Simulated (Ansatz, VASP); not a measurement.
**Two plane-wave programs on LiBr**

The input INCAR:

```
PREC = Accurate
ENCUT = 750
EDIFF = 1E-6
ISMEAR = 0
SIGMA = 0.01
LREAL = False
LASPH = True
NELM = 120
ALGO = Normal
ISIF = 2
LWAVE = False
LCHARG = False
GGA = PE
NBANDS = 12
GGA_COMPAT = False
```

The input KPOINTS:

```
Automatic mesh
0
Gamma
  6 6 6
```

POSCAR

```
LiBr
1.0
    0.0000000000      2.7395485832      2.7395485832
    2.7395485832      0.0000000000      2.7395485832
    2.7395485832      2.7395485832      0.0000000000
Li Br
1 1
Direct
    0.0000000000      0.0000000000      0.0000000000
    0.5000000000      0.5000000000      0.5000000000
```

Input for Ansatz:

```yaml
crystal:
  lattice:
    - [0.0, 2.7395485832, 2.7395485832]
    - [2.7395485832, 0.0, 2.7395485832]
    - [2.7395485832, 2.7395485832, 0.0]
  atoms:
    - { symbol: Li, position: [0.0, 0.0, 0.0] }
    - { symbol: Br, position: [0.5, 0.5, 0.5] }
kpoints:
  mp_grid: { grid: [6, 6, 6] }
hamiltonian:
  xc: pbe
scf:
  occupations: { method: fixed }
output:
  optics:
    e_range: [0, 20]
    de: 0.05
    sigma: 0.1
    bands: { spectra_wanted_up_to: 20 }
    scissors: 1.227
```

Alike in both runs: task single point; functional PBE; k mesh 6 × 6 × 6; no spin polarisation.

|  | VASP | Ansatz |
| --- | --- | --- |
| version | VASP 6.6.1 | Ansatz 0.2.0 |
| potentials or method | VASP PAW PBE potentials, release 64 (Li_sv, Br) | plane waves, PAW |
| plane-wave cutoff (eV) | 750 | 420 |
| occupations | gaussian, width 0.01 eV | fixed |
| valence electrons in the cell | 10 | 10 |

|  | VASP | Ansatz | Ansatz less VASP |
| --- | --- | --- | --- |
| gap on the k mesh at the Fermi level (eV) | 4.99 | 4.99 | -0.004 |
